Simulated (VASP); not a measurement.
Here is a VASP 6.6.1 calculation.

Contents of INCAR:

```
PREC = Accurate
ENCUT = 520
EDIFF = 1E-6
ISMEAR = -1
SIGMA = 0.05
LREAL = F
LASPH = T
NELM = 100
ALGO = Normal
ISIF = 2
LWAVE = F
LCHARG = T
GGA = PE
LELF = T
LVHAR = T
NBANDS = 10
```

File KPOINTS:

```
Automatic mesh
0
Gamma
  16 16 9
```

The input POSCAR:

```
Al
1.0
    2.8280319683      0.0000000000      0.0000000000
   -1.4140159841      2.4491475273      0.0000000000
    0.0000000000      0.0000000000      4.6507153376
Al
2
Direct
    0.3333333333      0.6666666667      0.2500000000
    0.6666666667      0.3333333333      0.7500000000
```

Potentials or basis: VASP PAW PBE potentials, release 64 (Al).

Launch:

```bash
$ cat potpaw_PBE.64/Al/POTCAR > POTCAR
$ mpirun -np 1 vasp_std > vasp.out
```

(1) What does it give for the pressure?

(2) What does it give for the band gap on the k mesh?

Answers

(1) 2.6 GPa.

(2) zero (band 3 reaches 11.51 eV, above the bottom of band 4 at 5.23 eV).
